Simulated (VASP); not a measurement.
Runs of VASP 6.6.1 on C. The structure is that of space group Fd-3m (No. 227), or close to it. The cells are those of the table. 

```tsv
cell	k mesh	gap on the mesh (eV)	pressure (GPa)
a = 2.513 Å, angles 60.0°, 2 atoms	8 × 8 × 8	4.03	1.1
a = 2.408 Å, angles 60.0°, 2 atoms	13 × 13 × 13	4.33	(b)
a = 2.444 Å, angles 60.0°, 2 atoms	13 × 13 × 13	4.22	45.2
a = 2.513 Å, angles 60.0°, 2 atoms	13 × 13 × 13	4.04	1.1
a = 2.578 Å, angles 60.0°, 2 atoms	13 × 13 × 13	3.87	(a)
```

Alike in all rows: task single point; level PBEsol; potentials or basis VASP PAW PBE potentials, release 64 (C); no spin polarisation; cutoff (eV) 520; smearing fermi-dirac 0.05 eV.

Q: Fill in the values left out.

A: (a) -29.3; (b) 74.3.

Caveats: the PAW data sets were made with another functional, which shifts forces and pressure a little.

A k mesh can miss the band edges.
